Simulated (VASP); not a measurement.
# H22CO11 in VASP: single point with PBE+D3(BJ)

Aim: the single point of H22CO11 with PBE+D3(BJ).

Everything below comes from runs of VASP 6.6.1. Logs are shortened: lines on timing, memory, paths and dates and some standing lists are left out, and cuts for length are marked.

## Step 1: The cell of the first run

The cell holds a disordered packing, 34 atoms: a = 7.120 Å, b = 7.120 Å, c = 7.120 Å, α = 90.00°, β = 90.00°, γ = 90.00°.

## Step 2: Single point, PBE+D3(BJ)

File INCAR:

```
PREC = Accurate
ENCUT = 1000
EDIFF = 1E-6
ISMEAR = -1
SIGMA = 0.02
LREAL = Auto
LASPH = True
NELM = 120
ALGO = Normal
ISIF = 2
LWAVE = False
LCHARG = False
GGA = PE
IVDW = 12
NBANDS = 69
GGA_COMPAT = False
```

File KPOINTS:

```
regular mesh
0
Gamma
  1 1 1
```

File POSCAR:

```
H22CO11
1.0
    7.1203670000      0.0000000000      0.0000000000
    0.0000000000      7.1203670000      0.0000000000
    0.0000000000      0.0000000000      7.1203670000
O H C
11 22 1
Direct
    0.3531502056      0.7790235490      0.3308100272
    0.7386836256      0.1837899351      0.9451862614
    0.5732700298      0.2606251724      0.3060324154
    0.4197038943      0.2636479296      0.7017596854
    0.7137834460      0.9055012020      0.2723256219
    0.8216859495      0.6821913023      0.7371456817
    1.0253098023     -0.0399516174      0.5100508343
    0.0362944130      0.4989538874      1.0043450429
   -0.1070336261      0.4143311060      0.4600876218
    0.2353938500      0.1913152976      0.1316031220
    0.3381889258      0.7444755424      0.9343249089
    0.3261252259      0.7707468808      0.1953732809
    0.2528652054      0.8595742596      0.3823861714
    0.7004832027      0.2443108593      1.0638196838
    0.8568407476      0.2462649999      0.9129202784
    0.4474715368      0.2529102047      0.2457030562
    0.6176682402      0.1284649668      0.3103895664
    0.4677080964      0.2738308450      0.5731750472
    0.5340169945      0.2523507681      0.7782067936
    0.5912413445      0.8429679853      0.2965854893
    0.7298132529      0.9133316403      0.1361621878
    0.8923151184      0.7917194199      0.6910206358
    0.8393478464      0.5884831802      0.6352578962
    1.0329300389      0.0968205028      0.5188915017
    0.9229906818     -0.0605750772      0.4184625823
    0.1518130642      0.5631125836      0.9635517927
   -0.0583530096      0.5600253287      0.9214067945
   -0.0268339735      0.4669228748      0.3625195325
   -0.2252252336      0.3824463611      0.3950463620
    0.1578233465      0.2927777347      0.0771765339
    0.2558916006      0.1054622833      0.0270073068
    0.5333600756      0.9086929448      0.8070357231
    0.3948200314      0.7394877319      0.6542301658
    0.4251359503      0.7978847152      0.7957375948
```

Potentials or basis: VASP PAW PBE potentials, release 64 (O_h, H_h, C_h).

The run is started by

```sh
$ cat potpaw_PBE.64/O_h/POTCAR potpaw_PBE.64/H_h/POTCAR potpaw_PBE.64/C_h/POTCAR > POTCAR
$ mpirun -np 1 vasp_gam > vasp.out
```

OUTCAR:

```text
PREC = Accurate
   ENCUT = 1000
   EDIFF = 1E-6
   ISMEAR = -1
   LREAL = Auto
   LASPH = True
   NELM = 120
   ISIF = 2
   GGA = PE
   IVDW = 12
 IVDW          = 12

 ion  position               nearest neighbor table
   1  0.353  0.779  0.331-  12 0.99  13 0.99
   2  0.739  0.184  0.945-  15 0.98  14 0.99
   3  0.573  0.261  0.306-  17 0.99  16 0.99
   4  0.420  0.264  0.702-  18 0.98  19 0.98
   5  0.714  0.906  0.272-  21 0.98  20 0.99
   6  0.822  0.682  0.737-  22 0.98  23 0.99
   7  0.025  0.960  0.510-  24 0.98  25 0.99
   8  0.036  0.499  0.004-  26 0.98  27 1.00
   9  0.893  0.414  0.460-  28 0.97  29 0.99
  10  0.235  0.191  0.132-  31 0.97  30 0.99
  11  0.338  0.744  0.934-  34 1.23
  12  0.326  0.771  0.195-   1 0.99
  13  0.253  0.860  0.382-   1 0.99
  14  0.700  0.244  0.064-   2 0.99
  15  0.857  0.246  0.913-   2 0.98
  16  0.447  0.253  0.246-   3 0.99
[... 15 lines left out ...]
  32  0.533  0.909  0.807-  34 1.11
  33  0.395  0.739  0.654-  34 1.11
  34  0.425  0.798  0.796-  32 1.11  33 1.11  11 1.23

  LATTYP: Found a simple cubic cell.
 ALAT       =     7.1203670000

  Lattice vectors:

 A1 = (   7.1203670000,   0.0000000000,   0.0000000000)
 A2 = (   0.0000000000,   7.1203670000,   0.0000000000)
 A3 = (   0.0000000000,   0.0000000000,   7.1203670000)

Analysis of symmetry for initial positions (statically):
=====================================================================
 Subroutine PRICEL returns:
 Original cell was already a primitive cell.

 Routine SETGRP: Setting up the symmetry group for a
 simple cubic supercell.

 Subroutine GETGRP returns: Found  1 space group operations
 (whereof  1 operations were pure point group operations)
 out of a pool of 48 trial point group operations.

The static configuration has the point symmetry C_1 .

Analysis of symmetry for dynamics (positions and initial velocities):
=====================================================================
 Subroutine PRICEL returns:
 Original cell was already a primitive cell.

 Routine SETGRP: Setting up the symmetry group for a
 simple cubic supercell.

 Subroutine GETGRP returns: Found  1 space group operations
 (whereof  1 operations were pure point group operations)
 out of a pool of 48 trial point group operations.

The dynamic configuration has the point symmetry C_1 .

 Subroutine INISYM returns: Found  1 space group operations
 (whereof  1 operations are pure point group operations),
 and found     1 'primitive' translations

----------------------------------------------------------------------------------------

                                     Primitive cell

  volume of cell :     360.9999

  direct lattice vectors                    reciprocal lattice vectors
     7.120367000  0.000000000  0.000000000     0.140442199  0.000000000  0.000000000
     0.000000000  7.120367000  0.000000000     0.000000000  0.140442199  0.000000000
     0.000000000  0.000000000  7.120367000     0.000000000  0.000000000  0.140442199

  length of vectors
     7.120367000  7.120367000  7.120367000     0.140442199  0.140442199  0.140442199

  position of ions in fractional coordinates (direct lattice)
     0.353150206  0.779023549  0.330810027
     0.738683626  0.183789935  0.945186261
     0.573270030  0.260625172  0.306032415
     0.419703894  0.263647930  0.701759685
     0.713783446  0.905501202  0.272325622
     0.821685950  0.682191302  0.737145682
[... 26 lines left out ...]
     0.394820031  0.739487732  0.654230166
     0.425135950  0.797884715  0.795737595

  ion indices of the primitive-cell ions
   primitive index   ion index
                 1           1
                 2           2
                 3           3
                 4           4
                 5           5
                 6           6
[... 26 lines left out ...]
                33          33
                34          34

----------------------------------------------------------------------------------------

 KPOINTS: regular mesh

Automatic generation of k-mesh.
 Grid dimensions read from file:
 generate k-points for:    1    1    1

 Generating k-lattice:

  Cartesian coordinates                     Fractional coordinates (reciprocal lattice)
     0.140442199  0.000000000  0.000000000     1.000000000  0.000000000  0.000000000
     0.000000000  0.140442199  0.000000000     0.000000000  1.000000000  0.000000000
     0.000000000  0.000000000  0.140442199     0.000000000  0.000000000  1.000000000

  Length of vectors
     0.140442199  0.140442199  0.140442199

  Shift w.r.t. Gamma in fractional coordinates (k-lattice)
     0.000000000  0.000000000  0.000000000

 Subroutine IBZKPT returns following result:
 ===========================================

 Found      1 irreducible k-points:

 Following reciprocal coordinates:
            Coordinates               Weight
  0.000000  0.000000  0.000000      1.000000
   k-points           NKPTS =      1   k-points in BZ     NKDIM =      1   number of bands    NBANDS=     69
   number of dos      NEDOS =    301   number of ions     NIONS =     34
   total plane-waves  NPLWV = 512000
   dimension x,y,z NGX =    80 NGY =   80 NGZ =   80
   dimension x,y,z NGXF=   160 NGYF=  160 NGZF=  160
   ions per type =              11  22   1
   NGX,Y,Z   is equivalent  to a cutoff of  18.68, 18.68, 18.68 a.u.
   NGXF,Y,Z  is equivalent  to a cutoff of  37.36, 37.36, 37.36 a.u.
 SYSTEM =  unknown system
   PREC   = accura    normal or accurate (medium, high low for compatibility)
   ISTART =      0    job   : 0-new  1-cont  2-samecut
   ICHARG =      2    charge: 1-file 2-atom 10-const
   ISPIN  =      1    spin polarized calculation?
   LNONCOLLINEAR =      F non collinear calculations
   LSORBIT =      F    spin-orbit coupling
   LASPH  =      T    aspherical Exc in radial PAW
   ENCUT  = 1000.0 eV  73.50 Ry    8.57 a.u.  18.36 18.36 18.36*2*pi/ulx,y,z
   NELM   =    120;   NELMIN=  2; NELMDL= -5     # of ELM steps
   EDIFF  = 0.1E-05   stopping-criterion for ELM
   LREAL  =      T    real-space projection
   EDIFFG = 0.1E-04   stopping-criterion for IOM
   NSW    =      0    number of steps for IOM
[... 5 lines left out ...]
   TEBEG  =    0.0;   TEEND  =   0.0 temperature during run
   PSTRESS=    0.0 pullay stress
   NELECT =      92.0000    total number of electrons
   NUPDOWN=      -1.0000    fix difference up-down
   EMIN   =  10.00;   EMAX   =-10.00  energy-range for DOS
   EFERMI =   0.00;   METHOD = LEGACY
   ISMEAR =    -1;   SIGMA  =   0.02  broadening in eV -4-tet -1-fermi 0-gaus
   EFERMI_NEDOS =   21; number of points for ismear=-14 and -15
   IALGO  =     38    algorithm
   IMIX   =      4    mixing-type and parameters
     AMIX     =   0.40;   BMIX     =  1.00
     AMIX_MAG =   1.60;   BMIX_MAG =  1.00
  volume/ion in A,a.u.               =      10.62        71.65
  Fermi-wavevector in a.u.,A,eV,Ry     =   1.037931  1.961405 14.657561  1.077300
  Thomas-Fermi vector in A             =   2.172391
   LORBIT       =      0    0 simple, 1 ext, 2 COOP (PROOUT), +10 PAW based schemes
   GGA     = PE    functional components
   LHFCALC =     F    Hartree Fock is set to
   AEXX    =    0.0000 exact exchange contribution
   IVDW    =    12    specifies the selected vdW correction
   LEPSILON=     F    determine dielectric tensor
   LRPA    =     F    only Hartree local field effects (RPA)
 non-spin polarized calculation
  energy-cutoff  :     1000.00
  volume of cell :      361.00
 maximum number of plane-waves:     12911
 NGX is ok and might be reduce to    80
   NGX = 37   NGY = 37   NGZ = 37

 number of electron      92.0000001 magnetization

 Free energy of the ion-electron system (eV)
  ---------------------------------------------------
  ext. energy  EPLUGINS =         0.00000000
  ---------------------------------------------------
  free energy    TOTEN  =      -169.61743243 eV

  energy without entropy =     -169.61743243  energy(sigma->0) =     -169.61743243

 E-fermi :  -2.5849     XC(G=0):  -6.7027

 val. band max:       -3.1666661514   @ k =   0.0000   0.0000   0.0000
 cond. band min:       0.5813375531   @ k =   0.0000   0.0000   0.0000
 fundamental gap:      3.7480037044
 Fermi energy:        -2.5848500049

 k-point     1 :       0.0000    0.0000    0.0000
  band No.  band energies     occupation
      1     -23.6591      2.00000
      2     -22.5183      2.00000
      3     -22.1628      2.00000
      4     -22.0196      2.00000
      5     -21.9550      2.00000
      6     -21.9096      2.00000
[... 50 lines left out ...]
     57       6.1291      0.00000
     58       6.4435      0.00000
 [bands above 58 left out]

------------------------ aborting loop because EDIFF is reached ----------------------------------------

 Edisp (eV)   -1.13870

 E8    (eV) :    -0.2348

  FORCE on cell =-STRESS in cart. coord.  units (eV):
  Direction    XX          YY          ZZ          XY          YZ          ZX
  --------------------------------------------------------------------------------------
  -------------------------------------------------------------------------------------
  Total      -2.39407    -1.57291    -2.43196     0.03346     0.16517     0.79422
  in kB     -10.62527    -6.98082   -10.79343     0.14850     0.73306     3.52486
  external pressure =       -9.47 kB  Pullay stress =        0.00 kB

 VOLUME and BASIS-vectors are now :
 -----------------------------------------------------------------------------
  energy-cutoff  :     1000.00
  volume of cell :      361.00
      direct lattice vectors                 reciprocal lattice vectors
     7.120367000  0.000000000  0.000000000     0.140442199  0.000000000  0.000000000
     0.000000000  7.120367000  0.000000000     0.000000000  0.140442199  0.000000000
     0.000000000  0.000000000  7.120367000     0.000000000  0.000000000  0.140442199

 POSITION                                       TOTAL-FORCE (eV/Angst)
 -----------------------------------------------------------------------------------
      2.51456      5.54693      2.35549        -0.005567      0.020618     -0.030264
      5.25970      1.30865      6.73007         0.159192      0.143649     -0.002504
      4.08189      1.85575      2.17906        -0.000220     -0.017194     -0.007177
      2.98845      1.87727      4.99679         0.105037     -0.043610     -0.043727
      5.08240      6.44750      1.93906         0.097377      0.050656     -0.141125
      5.85071      4.85745      5.24875         0.061111     -0.000703     -0.011747
[... 26 lines left out ...]
      2.81126      5.26542      4.65836         0.031145     -0.021855     -0.001551
      3.02712      5.68123      5.66594        -0.004736      0.074684      0.029231
 -----------------------------------------------------------------------------------
    total drift:                                0.002799      0.000315      0.000159

  FREE ENERGIE OF THE ION-ELECTRON SYSTEM (eV)
  ---------------------------------------------------
  free  energy   TOTEN  =      -170.7561275718 eV

  energy  without entropy=     -170.7561275718  energy(sigma->0) =     -170.75612757
```

Run time: 2.3 min. Hardware: 1 thread of Intel Xeon Platinum 8375C at 2.90GHz (Ice Lake), shared host; peak memory 0.88 GiB.

What came out:

```yaml
Free_energy: -170.7561 eV
Pressure: -0.9 GPa
Largest_force: 0.214 eV/Å
Band_gap_on_the_k_mesh: 3.75 eV
Dispersion_energy_per_atom: -0.033 eV
```

Forces in eV/Å, atoms in the order of the input:
```
O   -0.006  0.021 -0.030
O    0.159  0.144 -0.003
O    0.000 -0.017 -0.007
O    0.105 -0.044 -0.044
O    0.097  0.051 -0.141
O    0.061 -0.001 -0.012
O   -0.026  0.079 -0.063
O    0.004  0.035  0.012
O    0.000  0.011 -0.020
O   -0.001 -0.114 -0.121
O    0.007 -0.031  0.015
H    0.041 -0.008  0.013
H    0.025 -0.023  0.010
H   -0.032 -0.045 -0.063
H   -0.168 -0.063  0.063
H   -0.078  0.023 -0.041
H    0.000 -0.002  0.021
H   -0.071 -0.009  0.047
H   -0.032 -0.013 -0.006
H   -0.118 -0.035  0.056
H   -0.002 -0.006  0.169
H   -0.020 -0.052  0.036
H   -0.011 -0.017 -0.015
H    0.025 -0.075  0.005
H    0.024 -0.019  0.038
H   -0.010  0.006  0.027
H    0.011  0.019 -0.050
H   -0.041 -0.008 -0.026
H    0.005  0.013  0.022
H   -0.008  0.020  0.010
H    0.038  0.156  0.099
H   -0.005 -0.049 -0.032
H    0.031 -0.022 -0.002
C   -0.005  0.075  0.029
```

Stress tensor (GPa, compression positive):
```
-1.06  0.01  0.35
 0.01 -0.70  0.07
 0.35  0.07 -1.08
```

Levels at points of the mesh, in eV from the valence-band top:
```tsv
k point	band 42	band 43	band 44	band 45	band 46	band 47	band 48	band 49	band 50	band 51
(0.00, 0.00, 0.00)	-0.82	-0.68	-0.62	-0.37	0.00	3.75	4.58	7.38	7.46	7.66
```

Caveat: the k points lie up to 0.88 Å⁻¹ apart.
